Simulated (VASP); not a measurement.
Runs of VASP 6.6.1 on Si. The structure is that of space group Fd-3m (No. 227), or close to it. The cells are those of the table. 

```csv
cell,gap on the mesh (eV),pressure (GPa)
"a = 3.805 Å, angles 60.0°, 2 atoms",0.65,4.8
"a = 3.931 Å, angles 60.0°, 2 atoms",0.82,-3.9
"a = 3.772 Å, angles 60.0°, 2 atoms",0.60,7.8
"a = 3.705 Å, angles 60.0°, 2 atoms",(b),15.1
"a = 3.869 Å, angles 60.0°, 2 atoms",(a),-0.1
```

Alike in all rows: task single point; level PBE; potentials or basis VASP PAW PBE potentials, release 64 (Si); no spin polarisation; k mesh 6 × 6 × 6; cutoff (eV) 500; smearing gaussian 0.01 eV.

Task: Fill in the values left out.

Result: (a) 0.75; (b) 0.47.

A k mesh can miss the band edges.
